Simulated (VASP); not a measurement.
A run of VASP 6.6.1:

POSCAR

```
KBr
1.0
    0.0000000000      3.2945409698      3.2945409698
    3.2945409698      0.0000000000      3.2945409698
    3.2945409698      3.2945409698      0.0000000000
K Br
1 1
Direct
    0.0000000000      0.0000000000      0.0000000000
    0.5000000000      0.5000000000      0.5000000000
```

Contents of INCAR.step1:

```
SYSTEM = KBr
ALGO = Normal ; EDIFF = 1E-4
ENCUT = 520 ; GGA = PE
ISMEAR = -1 ; LASPH = .True.
LCHARG = .False. ; LREAL = .False.
LWAVE = .True. ; NBANDS = 15
NELM = 100 ; PREC = Accurate
SIGMA = 0.02
```

Contents of INCAR.step2:

```
SYSTEM = KBr
ALGO = Normal ; EDIFF = 1E-8
ENCUT = 520 ; ISIF = 2
ISMEAR = -1 ; ISTART = 1
LASPH = .True. ; LCHARG = .False.
LEFG = .True. ; LMIXTAU = .True.
LREAL = .False. ; LWAVE = .False.
METAGGA = R2SCAN ; NBANDS = 15
NELM = 100 ; PREC = Accurate
SIGMA = 0.02
```

KPOINTS

```
k-points
0
Gamma
  7 7 7
  0 0 0
```

Potentials or basis: VASP PAW PBE potentials, release 64 (K_sv, Br).

Run with:

```sh
$ cat potpaw_PBE.64/K_sv/POTCAR potpaw_PBE.64/Br/POTCAR > POTCAR
$ cp INCAR.step1 INCAR
$ mpirun -np 1 vasp_std > vasp.out
$ cp INCAR.step2 INCAR
$ mpirun -np 1 vasp_std > vasp.out
```

Hardware: 1 thread of AMD EPYC 7R13 Processor (Zen 3), on a shared host.

Problem. Estimate the wall time of this run.

Solution. Wall time 120 s on 1 thread of AMD EPYC 7R13 Processor (Zen 3) (shared host), peak memory 0.19 GiB. Counts: k points 20.
